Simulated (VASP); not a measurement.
Wanted: the native input for a VASP 6.6.1 run.

```yaml
Task: single point
Functional: PBE
Potentials_or_basis: VASP PAW PBE potentials, release 64 (Zr_sv, O)
Cutoff: 600 eV
k_mesh: 6 × 6 × 6
Occupations: gaussian, width 0.01 eV
Spin: no spin polarisation
Dipole_correction: no
Further_INCAR_settings: ALGO = Normal; EDIFF = 1e-06; NBANDS = 19
```

The structure of ZrO2 (Cubic zirconia) lies in POSCAR:

```
ZrO2
1.0
    0.0000000000      2.4655126745      2.4655126745
    2.4655126745      0.0000000000      2.4655126745
    2.4655126745      2.4655126745      0.0000000000
Zr O
1 2
Direct
    0.0000000000      0.0000000000      0.0000000000
    0.2500000000      0.2500000000      0.2500000000
    0.7500000000      0.7500000000      0.7500000000
```

These files were run (other wordings do the same):

INCAR

```
PREC     = Accurate       # precision mode
ENCUT    = 600            # plane-wave cutoff, eV
EDIFF    = 1E-6           # SCF threshold, eV
ISMEAR   = 0              # smearing method
SIGMA    = 0.01           # smearing width, eV
LREAL    = F              # projectors in reciprocal space
LASPH    = T              # aspherical terms in the spheres
NELM     = 120            # most SCF steps
ALGO     = Normal         # electronic algorithm
ISIF     = 2              # what is computed and relaxed
LWAVE    = F              # write WAVECAR
LCHARG   = F              # write CHGCAR
GGA      = PE             # functional
NBANDS   = 19             # bands
GGA_COMPAT= F
```

KPOINTS

```
Automatic mesh
0
Gamma
  6 6 6
```

Potentials or basis: VASP PAW PBE potentials, release 64 (Zr_sv, O).

Run with:

```bash
$ cat potpaw_PBE.64/Zr_sv/POTCAR potpaw_PBE.64/O/POTCAR > POTCAR
$ mpirun -np 1 vasp_std > vasp.out
```

Results of the run:

```
Pressure               : 33.1 GPa
Band gap on the k mesh : 3.61 eV, indirect (least direct gap 4.14 eV)
```

Wall time 15 s on 1 thread of Intel(R) Xeon(R) Platinum 8375C CPU @ 2.90GHz (Ice Lake), with other jobs on the host, peak memory 0.16 GiB.
